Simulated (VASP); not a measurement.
GaN (wurtzite type), 8 atoms in the cell. The structure is hexagonal, space group P6_3mc (No. 186). The conventional cell has a = 3.152 Å, b = 3.152 Å, c = 5.138 Å, α = 90.00°, β = 90.00°, γ = 120.00°. Ga (site symmetry 3m) has 4 N at 1.93 Å within 2.6 Å. N (site symmetry 3m) has 4 Ga at 1.93 Å within 2.6 Å. 

* Program: VASP 6.6.1
* Task: single point
* Functional: LDA
* Potentials or basis: VASP PAW LDA potentials, release 64 (Ga_d, N)
* Cutoff: 520 eV
* k mesh: 8 × 5 × 5
* Occupations: fermi-dirac, width 0.02 eV
* Spin: no spin polarisation
* Dipole correction: no
* Further INCAR settings: ALGO = Normal; EDIFF = 1e-06; NBANDS = 46

Potentials or basis: VASP PAW LDA potentials, release 64 (Ga_d, N).

Run with:

```bash
$ cat potpaw_LDA.64/Ga_d/POTCAR potpaw_LDA.64/N/POTCAR > POTCAR
$ mpirun -np 1 vasp_std > vasp.out
```

Hardware: 1 thread of Intel(R) Xeon(R) Platinum 8488C (Sapphire Rapids), with other jobs on the host.

Question: Estimate the wall time of this run.

Answer: Wall time 2 min on 1 thread of Intel(R) Xeon(R) Platinum 8488C (Sapphire Rapids), on a shared host, peak memory 0.25 GiB. Counts: scf iterations 15, k points 45.
